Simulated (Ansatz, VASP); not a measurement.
# InP: VASP beside Ansatz

The input INCAR:

```
PREC = Accurate ; ENCUT = 520
EDIFF = 1E-7 ; ISMEAR = -1
SIGMA = 0.02 ; LREAL = False
LASPH = True ; NELM = 60
ALGO = Normal ; ISIF = 2
LWAVE = False ; LCHARG = False
GGA = PE ; NBANDS = 16
```

File KPOINTS:

```
Automatic mesh
0
Gamma
  8 8 8
```

POSCAR

```
InP
1.0
    0.0000000000      2.9145022615      2.9537876370
    2.9145022615      0.0000000000      2.9537876370
    2.9145022615      2.9145022615      0.0000000000
In P
1 1
Direct
    0.0000000000      0.0000000000      0.0000000000
    0.2500000000      0.2500000000      0.2500000000
```

Input for Ansatz:

```yaml
crystal:
  lattice:
    - [0.0, 2.9145022615, 2.953787637]
    - [2.9145022615, 0.0, 2.953787637]
    - [2.9145022615, 2.9145022615, 0.0]
  atoms:
    - { symbol: In, position: [0.0, 0.0, 0.0] }
    - { symbol: P, position: [0.25, 0.25, 0.25] }
kpoints:
  mp_grid: { grid: [8, 8, 8] }
  band_path:
    path:
      - [0.0, 0.0, 0.0]
      - [-0.5, -0.5, 0.0]
      - [-0.375, -0.375, 0.25]
      - [-0.375, 0.0, 0.375]
      - [0.0, 0.0, 0.5]
      - [-0.5, -0.25, 0.25]
    npoints: 1
hamiltonian:
  xc: pbe
scf:
  occupations: { method: fermi_dirac, width: 0.02 }
  n_extra_bands: 4
output:
  forces: true
  stress: true
  eigenvalues: true
```

Change from the starting cell: biaxial_xy strain -1.3%.

Alike in both runs: task single point; functional PBE; k mesh 8 × 8 × 8; occupations fermi-dirac, width 0.02 eV; no spin polarisation.

```csv
,VASP,Ansatz
version,VASP 6.6.1,Ansatz 0.2.0
potentials or method,"VASP PAW PBE potentials, release 64 (In_d, P)","plane waves, PAW"
plane-wave cutoff (eV),520,420
valence electrons in the cell,18,18
```

```csv
,VASP,Ansatz,Ansatz less VASP
pressure (GPa),3.5,3.6,+0.05
"traceless stress, the component that is largest in VASP (GPa)",-0.36,-0.36,0.000
```
